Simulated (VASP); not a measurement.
# TiAl (Pm-3m) in VASP: a series of runs, part 2 of 2

VASP 6.6.1. The steps go on from the part before.

### Step 3. Relaxation of cell and atoms, PBE

This run uses another cell than the first one, of 13.74 Å³/atom.

INCAR

```
PREC = Accurate ; ENCUT = 600
EDIFF = 1E-7 ; ISMEAR = 0
SIGMA = 0.1 ; LREAL = False
LASPH = True ; NELM = 60
ALGO = Fast ; ISIF = 3
LWAVE = False ; LCHARG = False
GGA = PE ; IBRION = 2
NSW = 100 ; EDIFFG = -0.05
```

KPOINTS

```
Automatic mesh
0
Gamma
  6 6 6
```

POSCAR

```
TiAl
1.0
    3.0180000000      0.0000000000      0.0000000000
    0.0000000000      3.0180000000      0.0000000000
    0.0000000000      0.0000000000      3.0180000000
Ti Al
1 1
Direct
    0.5000000000      0.5000000000      0.5000000000
    0.0000000000      0.0000000000      0.0000000000
```

Potentials or basis: VASP PAW PBE potentials, release 64 (Ti_sv, Al).

Command:

```bash
$ cat potpaw_PBE.64/Ti_sv/POTCAR potpaw_PBE.64/Al/POTCAR > POTCAR
$ mpirun -np 1 vasp_std > vasp.out
```

OUTCAR:

```text
PREC = Accurate
   ENCUT = 600
   EDIFF = 1E-7
   ISMEAR = 0
   LREAL = False
   LASPH = True
   NELM = 60
   ISIF = 3
   GGA = PE
   IBRION = 2
   NSW = 100
   EDIFFG = -0.05

 ion  position               nearest neighbor table
   1  0.500  0.500  0.500-   2 2.61   2 2.61   2 2.61   2 2.61   2 2.61   2 2.61   2 2.61   2 2.61

   2  0.000  0.000  0.000-   1 2.61   1 2.61   1 2.61   1 2.61   1 2.61   1 2.61   1 2.61   1 2.61

  LATTYP: Found a simple cubic cell.
 ALAT       =     3.0180000000

  Lattice vectors:

 A1 = (   3.0180000000,   0.0000000000,   0.0000000000)
 A2 = (   0.0000000000,   3.0180000000,   0.0000000000)
 A3 = (   0.0000000000,   0.0000000000,   3.0180000000)

Analysis of symmetry for initial positions (statically):
=====================================================================
[... 500 lines left out ...]
  Total        0.4574816      0.4574816      0.4574816      0.0000000     -0.0000000      0.0000000
  in kB       19.8929204     19.8929204     19.8929204      0.0000000     -0.0000000      0.0000000
  external PRESSURE =      19.8929204 kB  Pullay stress =       0.0000000 kB
[... 131 lines left out ...]
--------------------------------------- Ionic step        6  -------------------------------------------

 number of electron      14.9999994 magnetization

 Free energy of the ion-electron system (eV)
  ---------------------------------------------------
  ext. energy  EPLUGINS =         0.00000000
  ---------------------------------------------------
  free energy    TOTEN  =       -12.11398574 eV

  energy without entropy =      -12.10179374  energy(sigma->0) =      -12.10788974

 E-fermi :   8.7479     XC(G=0): -11.0651

 val. band max:        8.6842260458   @ k =   0.3333   0.3333   0.1667
 cond. band min:       8.8060902998   @ k =   0.3333   0.1667   0.0000
 fundamental gap:      0.1218642539
 Fermi energy:         8.7479448764

 k-point     1 :       0.0000    0.0000    0.0000
  band No.  band energies     occupation
      1     -48.1717      2.00000
      2     -24.3741      2.00000
      3     -24.3741      2.00000
      4     -24.3741      2.00000
      5      -0.5320      2.00000
      6       7.3013      2.00000
      7       7.3013      2.00000
      8      10.5272      0.00000
      9      10.5272      0.00000
     10      10.5272      0.00000
     11      13.1103      0.00000
[... 293 lines left out ...]
  FREE ENERGIE OF THE ION-ELECTRON SYSTEM (eV)
  ---------------------------------------------------
  free  energy   TOTEN  =       -12.1139857449 eV

  energy  without entropy=      -12.1017937388  energy(sigma->0) =      -12.10788974

 reached required accuracy - stopping structural energy minimisation
```

OSZICAR:

```text
N       E                     dE             d eps       ncg     rms          rms(c)
DAV:   1     0.106894733674E+03    0.10689E+03   -0.84177E+03   440   0.156E+03
DAV:   2    -0.355062765800E+01   -0.11045E+03   -0.10766E+03   443   0.358E+02
DAV:   3    -0.126013424660E+02   -0.90507E+01   -0.86389E+01   784   0.949E+01
[... 250 lines left out ...]
RMM:  31    -0.121139852856E+02   -0.16656E-06   -0.18131E-06   198   0.637E-03    0.268E-03
RMM:  32    -0.121139854620E+02   -0.17641E-06   -0.19302E-06   199   0.587E-03    0.275E-03
RMM:  33    -0.121139855517E+02   -0.89765E-07   -0.11533E-06   205   0.532E-03    0.264E-03
RMM:  34    -0.121139857033E+02   -0.15158E-06   -0.16056E-06   229   0.504E-03    0.263E-03
RMM:  35    -0.121139857449E+02   -0.41582E-07   -0.77281E-07   233   0.470E-03
   6 F= -.12113986E+02 E0= -.12107890E+02  d E =-.193433E+00
```

Run time: 3.2 min. Hardware: 1 thread of AMD EPYC 7R43 (Zen 3), shared host; peak memory 0.1 GiB.

What came out:

```
Free energy                           : -12.1140 eV
Relaxed volume                        : 16.14 Å³/atom
Relaxed cell                          : a = 3.184 Å, b = 3.184 Å, c = 3.184 Å, α = 90.00°, β = 90.00°, γ = 90.00°
Space group after relaxing (to 0.1 Å) : Pm-3m (No. 221)
Pressure after relaxing               : 0.0 GPa
Band gap on the k mesh                : zero (an odd number of electrons rules out a gap without spin polarisation)
```

Final structure:
```cif
data_structure
_symmetry_space_group_name_H-M 'P 1'
_symmetry_Int_Tables_number 1
_cell_length_a 3.1843
_cell_length_b 3.1843
_cell_length_c 3.1843
_cell_angle_alpha 90.000
_cell_angle_beta 90.000
_cell_angle_gamma 90.000
_cell_volume 32.29
loop_
_atom_site_label
_atom_site_type_symbol
_atom_site_fract_x
_atom_site_fract_y
_atom_site_fract_z
_atom_site_occupancy
Ti1 Ti 0.50000 0.50000 0.50000 1
Al1 Al 0.00000 0.00000 0.00000 1
```

Caveat: the volume moved by over 15 % at a fixed basis, so the end points are rough. Zero-point motion and thermal expansion aren't in these numbers.

### Step 4. Single point, PBE

INCAR

```
PREC = Accurate ; ENCUT = 520
EDIFF = 1E-6 ; ISMEAR = 1
SIGMA = 0.1 ; LREAL = False
LASPH = True ; NELM = 60
ALGO = Fast ; ISIF = 2
LWAVE = False ; LCHARG = False
GGA = PE ; NBANDS = 14
```

KPOINTS

```
regular mesh
0
Gamma
  14 14 14
```

POSCAR

```
TiAl
1.0
    3.1863036826      0.0000000000      0.0000000000
    0.0000000000      3.1863036826      0.0000000000
    0.0000000000      0.0000000000      3.1863036826
Ti Al
1 1
Direct
    0.5000000000      0.5000000000      0.5000000000
    0.0000000000      0.0000000000      0.0000000000
```

Command:

```bash
$ cat potpaw_PBE.64/Ti_sv/POTCAR potpaw_PBE.64/Al/POTCAR > POTCAR
$ mpirun -np 1 vasp_std > vasp.out
```

It took 1.9 min on 1 thread of AMD EPYC 7R43 (Zen 3), shared host; peak memory 0.14 GiB.

The run converged. Its results:

```yaml
Free_energy: -12.1100 eV
Pressure: -0.1 GPa
Band_gap_on_the_k_mesh: zero (an odd number of electrons rules out a gap without spin polarisation)
```

Levels at points of the mesh, in eV from the Fermi level:
```tsv
k point	band 5	band 6	band 7	band 8	band 9	band 10
(0.00, 0.00, 0.00)	-9.26	-1.44	-1.44	1.78	1.78	1.78
(0.50, 0.00, 0.00)	-6.04	-5.18	-0.56	0.14	0.14	1.98
(0.50, 0.50, 0.00)	-5.01	-2.12	-2.12	-1.47	0.69	0.69
(0.50, 0.50, 0.50)	-3.08	-3.08	-3.08	0.58	2.75	2.75
```

### Step 5. The runs side by side

```csv
task,cell,k mesh,cutoff (eV),smearing,gap on the mesh (eV),pressure (GPa)
single point,"a = 3.184 Å, 2 atoms",6 × 6 × 6,520,gaussian 0.1 eV,none,0.0
relaxation of cell and atoms,"relaxed from a = 3.018 Å, 2 atoms",6 × 6 × 6,600,gaussian 0.1 eV,none,0.0
single point,"a = 3.186 Å, 2 atoms",14 × 14 × 14,520,methfessel-paxton 0.1 eV,none,-0.1
```

Alike in all rows: level PBE; potentials or basis VASP PAW PBE potentials, release 64 (Ti_sv, Al); no spin polarisation.

Caveats: the volume moved by over 15 % at a fixed basis, so the end points are rough (at least some runs).

Absolute energies hang on the potentials; compare differences alone.
